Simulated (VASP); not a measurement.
Set up this calculation in VASP 6.6.1, as the native input.

```
Task                   : single point
Functional             : r2SCAN
Potentials or basis    : VASP PAW PBE potentials, release 64 (B, As)
Cutoff                 : 520 eV
k mesh                 : 10 × 10 × 10
Occupations            : gaussian, width 0.02 eV
Spin                   : no spin polarisation
Dipole correction      : no
Further INCAR settings : ALGO = Normal; EDIFF = 1e-06; NBANDS = 11
```

BAs:

```
CELL_PARAMETERS angstrom
0.00000 2.34309 2.34309
2.34309 0.00000 2.34309
2.34309 2.34309 0.00000
ATOMIC_POSITIONS crystal
B 0.00000 0.00000 0.00000
As 0.25000 0.25000 0.25000
```

This cell differs from its parent crystal: volume scaled by 0.94.

The input as run:

POSCAR

```
BAs
1.0
    0.0000000000      2.3430888607      2.3430888607
    2.3430888607      0.0000000000      2.3430888607
    2.3430888607      2.3430888607      0.0000000000
B As
1 1
Direct
    0.0000000000      0.0000000000      0.0000000000
    0.2500000000      0.2500000000      0.2500000000
```

INCAR.step1

```
  PREC = Accurate
  ENCUT = 520
  ISMEAR = 0
  SIGMA = 0.02
  LREAL = False
  LASPH = True
  NELM = 100
  NBANDS = 11
  GGA = PE
  ALGO = Normal
  EDIFF = 1E-4
  LWAVE = True
  LCHARG = False
```

INCAR.step2

```
  PREC = Accurate
  ENCUT = 520
  EDIFF = 1E-6
  ISMEAR = 0
  SIGMA = 0.02
  LREAL = False
  LASPH = True
  NELM = 100
  ALGO = Normal
  ISIF = 2
  LWAVE = False
  LCHARG = False
  METAGGA = R2SCAN
  LMIXTAU = True
  NBANDS = 11
  ISTART = 1
```

KPOINTS

```
Automatic mesh
0
Gamma
  10 10 10
```

Potentials or basis: VASP PAW PBE potentials, release 64 (B, As).

Run with:

```bash
$ cat potpaw_PBE.64/B/POTCAR potpaw_PBE.64/As/POTCAR > POTCAR
$ cp INCAR.step1 INCAR
$ mpirun -np 1 vasp_std > vasp.out
$ cp INCAR.step2 INCAR
$ mpirun -np 1 vasp_std > vasp.out
```

It gave:

```yaml
Pressure: 10.3 GPa
Band_gap_on_the_k_mesh: 1.31 eV, indirect (least direct gap 3.51 eV)
```

Caveat: the PAW data sets were made with another functional, which shifts forces and pressure a little.

It took 93 s on 1 thread of Intel Xeon 8259CL, with other jobs on the host, peak memory 0.17 GiB.
